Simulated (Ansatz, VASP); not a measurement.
# One calculation of Mo, two programs

INCAR

```
ALGO = Fast ; EDIFF = 1E-6
ENCUT = 520 ; GGA = PS
ISIF = 2 ; ISMEAR = 0
LASPH = True ; LCHARG = True
LELF = True ; LREAL = False
LVHAR = True ; LWAVE = False
NBANDS = 13 ; NELM = 100
PREC = Accurate ; SIGMA = 0.15
```

KPOINTS

```
k-points
0
Gamma
  24 24 24
```

The input POSCAR:

```
Mo
1.0
    2.7423354202      0.0000000000      0.0000000000
   -1.3711677101      2.3749321396      0.1557955484
    0.0000000000      0.1634798626      2.4920710759
Mo
1
Direct
    0.0000000000      0.0000000000      0.5000000000
```

Input for Ansatz:

```yaml
crystal:
  lattice:
    - [2.7423354202, 0.0, 0.0]
    - [-1.3711677101, 2.3749321396, 0.1557955484]
    - [0.0, 0.1634798626, 2.4920710759]
  atoms:
    - { symbol: Mo, position: [0.0, 0.0, 0.5] }
basis:
  ecutwfc: 420
kpoints:
  mp_grid: { grid: [24, 24, 24] }
hamiltonian:
  xc: pbesol
scf:
  occupations: { method: gaussian, width: 0.15 }
output:
  forces: true
  stress: true
  eigenvalues: true
```

Change from the starting cell: strain +0.1312 x Voigt [0, 0, 0, 1, 0, 0], atoms carried along.

Alike in both runs: task single point; functional PBEsol; k mesh 24 × 24 × 24; occupations gaussian, width 0.15 eV; no spin polarisation.

|  | VASP | Ansatz |
| --- | --- | --- |
| version | VASP 6.6.1 | Ansatz 0.2.0 |
| potentials or method | VASP PAW PBE potentials, release 64 (Mo_sv), cutoff 520 eV | scalar-relativistic, plane waves, PAW |
| valence electrons in the cell | 14 | 14 |

|  | VASP | Ansatz | Ansatz less VASP |
| --- | --- | --- | --- |
| gap on the k mesh at the Fermi level (eV) | none | none | - |
| pressure (GPa) | 0.5 | -0.1 | -0.60 |
| traceless stress, the component that is largest in VASP (GPa) | 12.19 | 12.15 | -0.041 |

VASP's potentials were made for PBE, not for PBEsol. A gap of «none» marks a metal or a gap that the smearing closes. With one functional, cell and mesh, what is left measures potentials, basis and numerics.
